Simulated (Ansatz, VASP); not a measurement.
## HfN: VASP beside Ansatz

```
Hf N
1.0
     3.13391    0.00000    0.00000
    -1.56695    2.71404    0.00000
     0.00000    0.00000    5.41677
Hf N
2 2
Direct
  0.66667 0.33333 0.75000
  0.33333 0.66667 0.25000
  0.00000 0.00000 0.00000
  0.00000 0.00000 0.50000
```

Alike in both runs: functional PBE; k mesh 6 × 6 × 4; occupations gaussian, width 0.1 eV; no spin polarisation.

Ansatz relaxed the structure, and its values are those at the end. VASP's run is a single point on that final structure, the one shown.

|  | VASP | Ansatz |
| --- | --- | --- |
| version | VASP 6.6.1 | Ansatz 0.2.0 |
| potentials or method | VASP PAW PBE potentials, release 64 (Hf_pv, N) | scalar-relativistic, plane waves, PAW (harder set) |
| plane-wave cutoff (eV) | 600 | 870 |
| valence electrons in the cell | 30 | 62 |

Ansatz gave:

- gap on the k mesh at the Fermi level (eV): none
- pressure (GPa): 6.4

Task: What did VASP give for the same quantities?

Result: gap on the k mesh at the Fermi level (eV): none; pressure (GPa): 3.8.

A gap of «none» marks a metal or a gap that the smearing closes. The functional is the same, so the differences come from potentials, cutoffs and numerics. VASP's potentials hold 30 valence electrons a cell and Ansatz's 62, so a difference there can come from the potentials and not from the codes. Ansatz's warnings: stress scf threshold loose.

The k mesh is coarse, so the values compare programs but aren't converged. Spin-orbit coupling is off throughout.
